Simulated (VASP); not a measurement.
# TiB2 (P6/mmm) in VASP: further runs

Runs on TiB2. Level: PBEsol. Tasks: electric field gradients.

Program: VASP 6.6.1. These are calculated values, not measurements. Logs are shortened: lines on timing, memory, paths and dates and some standing lists are left out, and cuts for length are marked.

## Step 1: The cell of the first run

Symmetry: P6/mmm, No. 191, hexagonal system. The conventional cell has a = 3.009 Å, b = 3.009 Å, c = 3.207 Å, α = 90.00°, β = 90.00°, γ = 120.00°. Ti (site symmetry 6/mmm) has 12 B at 2.36 Å and 6 Ti at 3.01 Å within 3.1 Å. Within 2.3 Å of B (site symmetry -6m2) lie 3 B at 1.74 Å.

## Step 2: Electric field gradients, PBEsol (volume scaled by 0.98)

Contents of INCAR:

```
SYSTEM = TiB2
PREC     = Accurate       ! precision mode
ENCUT    = 520            ! plane-wave cutoff, eV
EDIFF    = 1E-8           ! SCF threshold, eV
ISMEAR   = -1             ! smearing method
SIGMA    = 0.03           ! smearing width, eV
LREAL    = .False.        ! projectors in reciprocal space
LASPH    = .True.         ! aspherical terms in the spheres
NELM     = 60             ! most SCF steps
ALGO     = Normal         ! electronic algorithm
ISIF     = 2              ! what is computed and relaxed
LWAVE    = .False.        ! write WAVECAR
LCHARG   = .False.        ! write CHGCAR
GGA      = PS             ! functional
LEFG     = .True.       
NBANDS   = 16             ! bands
```

Contents of KPOINTS:

```
Automatic mesh
0
Gamma
  14 14 11
  0 0 0
```

Contents of POSCAR:

```
TiB2
1.0
    3.0088673998      0.0000000000      0.0000000000
   -1.5044336999      2.6057556048      0.0000000000
    0.0000000000      0.0000000000      3.2067322330
Ti B
1 2
Direct
    0.0000000000      0.0000000000      0.0000000000
    0.3333333333      0.6666666667      0.5000000000
    0.6666666667      0.3333333333      0.5000000000
```

Potentials or basis: VASP PAW PBE potentials, release 64 (Ti_sv, B).

The run is started by

```
cat potpaw_PBE.64/Ti_sv/POTCAR potpaw_PBE.64/B/POTCAR > POTCAR
mpirun -np 1 vasp_std > vasp.out
```

OUTCAR:

```text
SYSTEM = TiB2
   PREC = Accurate
   ENCUT = 520
   EDIFF = 1E-8
   ISMEAR = -1
   LREAL = .False.
   LASPH = .True.
   NELM = 60
   ISIF = 2
   GGA = PS

 ion  position               nearest neighbor table
   1  0.000  0.000  0.000-   2 2.36   3 2.36   2 2.36   3 2.36   2 2.36   2 2.36   3 2.36   3 2.36
                             3 2.36   3 2.36   2 2.36   2 2.36
   2  0.333  0.667  0.500-   3 1.74   3 1.74   3 1.74   1 2.36   1 2.36   1 2.36   1 2.36   1 2.36
                             1 2.36
   3  0.667  0.333  0.500-   2 1.74   2 1.74   2 1.74   1 2.36   1 2.36   1 2.36   1 2.36   1 2.36
                             1 2.36

  LATTYP: Found a hexagonal cell.
 ALAT       =     3.0088673998
 C/A-ratio  =     1.0657605693

  Lattice vectors:

 A1 = (   3.0088673998,   0.0000000000,   0.0000000000)
 A2 = (  -1.5044336999,   2.6057556048,   0.0000000000)
 A3 = (   0.0000000000,   0.0000000000,   3.2067322330)

Analysis of symmetry for initial positions (statically):
=====================================================================
 Subroutine PRICEL returns:
 Original cell was already a primitive cell.

 Routine SETGRP: Setting up the symmetry group for a
 hexagonal supercell.

 Subroutine GETGRP returns: Found 24 space group operations
 (whereof 24 operations were pure point group operations)
 out of a pool of 24 trial point group operations.

The static configuration has the point symmetry D_6h.

Analysis of symmetry for dynamics (positions and initial velocities):
=====================================================================
 Subroutine PRICEL returns:
 Original cell was already a primitive cell.

 Routine SETGRP: Setting up the symmetry group for a
 hexagonal supercell.

 Subroutine GETGRP returns: Found 24 space group operations
 (whereof 24 operations were pure point group operations)
 out of a pool of 24 trial point group operations.

The dynamic configuration has the point symmetry D_6h.

 Subroutine INISYM returns: Found 24 space group operations
 (whereof 24 operations are pure point group operations),
 and found     1 'primitive' translations

----------------------------------------------------------------------------------------

                                     Primitive cell

  volume of cell :      25.1420

  direct lattice vectors                    reciprocal lattice vectors
     3.008867400  0.000000000  0.000000000     0.332350970  0.191882922  0.000000000
    -1.504433700  2.605755605  0.000000000     0.000000000  0.383765844  0.000000000
     0.000000000  0.000000000  3.206732233     0.000000000  0.000000000  0.311843936

  length of vectors
     3.008867400  3.008867400  3.206732233     0.383765844  0.383765844  0.311843936

  position of ions in fractional coordinates (direct lattice)
     0.000000000  0.000000000  0.000000000
     0.333333333  0.666666667  0.500000000
     0.666666667  0.333333333  0.500000000

  ion indices of the primitive-cell ions
   primitive index   ion index
                 1           1
                 2           2
                 3           3

----------------------------------------------------------------------------------------

 KPOINTS: Automatic mesh

Automatic generation of k-mesh.
 Grid dimensions read from file:
 generate k-points for:   14   14   11

 Generating k-lattice:

  Cartesian coordinates                     Fractional coordinates (reciprocal lattice)
     0.023739355  0.013705923  0.000000000     0.071428571  0.000000000  0.000000000
     0.000000000  0.027411846  0.000000000     0.000000000  0.071428571  0.000000000
     0.000000000  0.000000000  0.028349449     0.000000000  0.000000000  0.090909091

  Length of vectors
     0.027411846  0.027411846  0.028349449

  Shift w.r.t. Gamma in fractional coordinates (k-lattice)
     0.000000000  0.000000000  0.000000000
[... 35 lines left out ...]
   total plane-waves  NPLWV =  13824
   dimension x,y,z NGX =    24 NGY =   24 NGZ =   24
   dimension x,y,z NGXF=    48 NGYF=   48 NGZF=   48
   ions per type =               1   2
   NGX,Y,Z   is equivalent  to a cutoff of  13.26, 13.26, 12.44 a.u.
   NGXF,Y,Z  is equivalent  to a cutoff of  26.52, 26.52, 24.88 a.u.
 SYSTEM =  TiB2
   PREC   = accura    normal or accurate (medium, high low for compatibility)
   ISTART =      0    job   : 0-new  1-cont  2-samecut
   ICHARG =      2    charge: 1-file 2-atom 10-const
   ISPIN  =      1    spin polarized calculation?
   LNONCOLLINEAR =      F non collinear calculations
   LSORBIT =      F    spin-orbit coupling
   LASPH  =      T    aspherical Exc in radial PAW
   ENCUT  =  520.0 eV  38.22 Ry    6.18 a.u.   5.59  5.59  5.96*2*pi/ulx,y,z
   NELM   =     60;   NELMIN=  2; NELMDL= -5     # of ELM steps
   EDIFF  = 0.1E-07   stopping-criterion for ELM
   LREAL  =      F    real-space projection
   EDIFFG = 0.1E-06   stopping-criterion for IOM
   NSW    =      0    number of steps for IOM
   IBRION =     -1    ionic relax: 0-MD 1-quasi-New 2-CG
   NFREE  =      0    steps in history (QN), initial steepest desc. (CG)
   ISIF   =      2    stress and relaxation
   ISYM   =      2    0-nonsym 1-usesym 2-fastsym
   POTIM  = 0.5000    time-step for ionic-motion
   TEBEG  =    0.0;   TEEND  =   0.0 temperature during run
   PSTRESS=    0.0 pullay stress
   NELECT =      18.0000    total number of electrons
   NUPDOWN=      -1.0000    fix difference up-down
   EMIN   =  10.00;   EMAX   =-10.00  energy-range for DOS
   EFERMI =   0.00;   METHOD = LEGACY
   ISMEAR =    -1;   SIGMA  =   0.03  broadening in eV -4-tet -1-fermi 0-gaus
   EFERMI_NEDOS =   21; number of points for ismear=-14 and -15
   IALGO  =     38    algorithm
   IMIX   =      4    mixing-type and parameters
     AMIX     =   0.40;   BMIX     =  1.00
     AMIX_MAG =   1.60;   BMIX_MAG =  1.00
  volume/ion in A,a.u.               =       8.38        56.56
  Fermi-wavevector in a.u.,A,eV,Ry     =   1.464533  2.767566 29.182554  2.144857
  Thomas-Fermi vector in A             =   2.580498
   LORBIT       =      0    0 simple, 1 ext, 2 COOP (PROOUT), +10 PAW based schemes
   GGA     = PS    functional components
   LHFCALC =     F    Hartree Fock is set to
   AEXX    =    0.0000 exact exchange contribution
   IVDW    =     0    specifies the selected vdW correction
   LEPSILON=     F    determine dielectric tensor
   LRPA    =     F    only Hartree local field effects (RPA)
 non-spin polarized calculation
  energy-cutoff  :      520.00
  volume of cell :       25.14
 maximum number of plane-waves:       696
 NGX is ok and might be reduce to    24
   NGX = 11   NGY = 11   NGZ = 11

 number of electron      18.0000000 magnetization

 Free energy of the ion-electron system (eV)
  ---------------------------------------------------
  ext. energy  EPLUGINS =         0.00000000
  ---------------------------------------------------
  free energy    TOTEN  =       -25.79082647 eV

  energy without entropy =      -25.78975353  energy(sigma->0) =      -25.79029000

 E-fermi :  10.1620     XC(G=0): -12.9698

 val. band max:       10.0923767428   @ k =   0.0714   0.0714   0.2727
 cond. band min:      10.1703847613   @ k =   0.0714  -0.0000   0.2727
 fundamental gap:      0.0780080185
 Fermi energy:        10.1620068310

 k-point     1 :       0.0000    0.0000    0.0000
  band No.  band energies     occupation
      1     -46.5219      2.00000
      2     -22.9879      2.00000
      3     -22.6505      2.00000
      4     -22.6505      2.00000
      5      -3.4525      2.00000
      6       7.4919      2.00000
[... 433 lines left out ...]
      3     -22.9229      2.00000
      4     -22.9023      2.00000
      5       1.5722      2.00000
      6       1.7714      2.00000
[... 8 lines left out ...]
     15      20.0161      0.00000
     16      20.8204      0.00000

 [... further k-points ...]

------------------------ aborting loop because EDIFF is reached ----------------------------------------

  FORCE on cell =-STRESS in cart. coord.  units (eV):
  Direction    XX          YY          ZZ          XY          YZ          ZX
  --------------------------------------------------------------------------------------
  -------------------------------------------------------------------------------------
  Total        0.2827203      0.2827203     -0.3757304      0.0000000      0.0000000      0.0000000
  in kB       18.0164062     18.0164062    -23.9434937      0.0000000      0.0000000      0.0000000
  external PRESSURE =       4.0297729 kB  Pullay stress =       0.0000000 kB

 VOLUME and BASIS-vectors are now :
 -----------------------------------------------------------------------------
  energy-cutoff  :      520.00
  volume of cell :       25.14
      direct lattice vectors                 reciprocal lattice vectors
     3.008867400  0.000000000  0.000000000     0.332350970  0.191882922  0.000000000
    -1.504433700  2.605755605  0.000000000     0.000000000  0.383765844  0.000000000
     0.000000000  0.000000000  3.206732233     0.000000000  0.000000000  0.311843936

 POSITION                                       TOTAL-FORCE (eV/Angst)
 -----------------------------------------------------------------------------------
      0.00000      0.00000      0.00000         0.000000      0.000000      0.000000
     -0.00000      1.73717      1.60337        -0.000000      0.000000      0.000000
      1.50443      0.86859      1.60337         0.000000     -0.000000      0.000000
 -----------------------------------------------------------------------------------
    total drift:                               -0.000000      0.000000      0.000000

  FREE ENERGIE OF THE ION-ELECTRON SYSTEM (eV)
  ---------------------------------------------------
  free  energy   TOTEN  =       -25.7908264748 eV

  energy  without entropy=      -25.7897535273  energy(sigma->0) =      -25.79029000

 Electric field gradients (V/A^2)
---------------------------------------------------------------------
 ion       V_xx      V_yy      V_zz      V_xy      V_xz      V_yz
---------------------------------------------------------------------
   1      -9.416    -9.417    18.833    -0.001     0.000     0.000
   2      -2.314    -2.314     4.628     0.000     0.000    -0.000
   3      -2.314    -2.314     4.628     0.000    -0.000     0.000
---------------------------------------------------------------------

 Electric field gradients after diagonalization (V/A^2)
 (convention: |V_zz| > |V_xx| > |V_yy|)
----------------------------------------------------------------------
 ion       V_xx      V_yy      V_zz     asymmetry (V_yy - V_xx)/ V_zz
----------------------------------------------------------------------
   1      -9.418    -9.415    18.833       0.000
   2      -2.314    -2.314     4.628       0.000
   3      -2.314    -2.314     4.628       0.000
----------------------------------------------------------------------

           NMR quadrupolar parameters

 Cq : quadrupolar parameter    Cq=e*Q*V_zz/h
 eta: asymmetry parameters     (V_yy - V_xx)/ V_zz
 Q  : nuclear electric quadrupole moment in mb (millibarn)
----------------------------------------------------------------------
 ion       Cq(MHz)       eta       Q (mb)
----------------------------------------------------------------------
   1       0.046       0.000       1.000
   2       0.011       0.000       1.000
   3       0.011       0.000       1.000
----------------------------------------------------------------------
```

It took 43 s on 1 thread of Intel Xeon Platinum 8259CL at 2.50GHz (Skylake/Cascade Lake), shared host; peak memory 0.18 GiB.

What came out:

| Quantity | Value |
| --- | --- |
| Free energy | -25.7908 eV |
| Pressure | 0.4 GPa |
| Band gap on the k mesh | zero (band 9 reaches 10.62 eV, above the bottom of band 10 at 9.97 eV) |

Stress tensor (GPa, compression positive):
```
 1.80  0.00  0.00
 0.00  1.80  0.00
 0.00  0.00 -2.39
```

Electric field gradients, principal values (V/Å²):
| atom | least | middle | greatest (by size) |
| --- | --- | --- | --- |
| 1 Ti | -9.415 | -9.418 | 18.833 |
| 2 B | -2.314 | -2.314 | 4.628 |
| 3 B | -2.314 | -2.314 | 4.628 |

Caveat: without QUAD_EFG the Cq values of the log hold for a quadrupole moment of 1 mb, not for the nuclei; the PAW data sets were made with another functional, which shifts forces and pressure a little.

(Continued in part 2 of 2.)
